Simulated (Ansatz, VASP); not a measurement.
**Zr in VASP and in Ansatz**

The input INCAR:

```
ALGO = Normal
EDIFF = 1E-7
ENCUT = 520
GGA = PS
ISIF = 2
ISMEAR = 0
LASPH = True
LCHARG = True
LELF = True
LREAL = False
LVHAR = True
LWAVE = False
NBANDS = 12
NELM = 60
PREC = Accurate
SIGMA = 0.1
```

KPOINTS

```
k-points
0
Gamma
  8 8 8
```

File POSCAR:

```
Zr
1.0
   -1.7084137364      1.7084137364      1.7084137364
    1.7084137364     -1.7084137364      1.7084137364
    1.7084137364      1.7084137364     -1.7084137364
Zr
1
Direct
    0.0000000000      0.0000000000      0.0000000000
```

Input for Ansatz:

```yaml
crystal:
  lattice:
    - [-1.7084137363, 1.7084137363, 1.7084137363]
    - [1.7084137363, -1.7084137363, 1.7084137363]
    - [1.7084137363, 1.7084137363, -1.7084137363]
  atoms:
    - { symbol: Zr, position: [0.0, 0.0, 0.0] }
basis:
  ecutwfc: 420
kpoints:
  mp_grid: { grid: [8, 8, 8] }
hamiltonian:
  xc: pbesol
scf:
  occupations: { method: gaussian, width: 0.1 }
output:
  forces: true
  stress: true
  eigenvalues: true
```

Alike in both runs: task single point; functional PBEsol; k mesh 8 × 8 × 8; occupations gaussian, width 0.1 eV; no spin polarisation.

|  | VASP | Ansatz |
| --- | --- | --- |
| version | VASP 6.6.1 | Ansatz 0.2.0 |
| potentials or method | VASP PAW PBE potentials, release 64 (Zr_sv), cutoff 520 eV | scalar-relativistic, plane waves, PAW |
| valence electrons in the cell | 12 | 12 |

Ansatz gave:

```
gap on the k mesh at the Fermi level (eV) : none
pressure (GPa)                            : 10.6
```

Task: Estimate VASP's values.

Result: gap on the k mesh at the Fermi level (eV): none; pressure (GPa): 10.7.

VASP's potentials were made for PBE, not for PBEsol. A gap of «none» marks a metal or a gap that the smearing closes. With one functional, cell and mesh, what is left measures potentials, basis and numerics.
